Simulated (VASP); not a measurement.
SiO2, 6 atoms in the cell. Symmetry: I-42d, No. 122, tetragonal system. The conventional cell has a = 4.748 Å, b = 4.748 Å, c = 7.488 Å, α = 90.00°, β = 90.00°, γ = 90.00°. Si (site symmetry -4) has 4 O at 1.62 Å within 2.2 Å. Within 2.2 Å of O (site symmetry 2) lie 2 Si at 1.62 Å. 

| Item | Value |
| --- | --- |
| Program | VASP 6.6.1 |
| Task | relaxation of cell and atoms |
| Functional | LDA |
| Potentials or basis | VASP PAW LDA potentials, release 64 (Si, O) |
| Cutoff | 600 eV |
| k mesh | 8 × 8 × 8 |
| Occupations | gaussian, width 0.02 eV |
| Spin | no spin polarisation |
| Dipole correction | no |
| Further INCAR settings | ALGO = Normal; EDIFF = 1e-07; IBRION = 2; EDIFFG = -0.01; NSW = 80; ISIF = 3 |

Potentials or basis: VASP PAW LDA potentials, release 64 (Si, O).

The run is started by

```console
$ cat potpaw_LDA.64/Si/POTCAR potpaw_LDA.64/O/POTCAR > POTCAR
$ mpirun -np 1 vasp_std > vasp.out
```

Hardware: 1 thread of Intel(R) Xeon(R) 6975P-C (Granite Rapids), with other jobs on the host.

How long does it take, and how much memory?

It took 10 min on 1 thread of Intel(R) Xeon(R) 6975P-C (Granite Rapids), with other jobs on the host, peak memory 0.25 GiB. Counts: scf iterations 185, k points 59, ion steps 24.
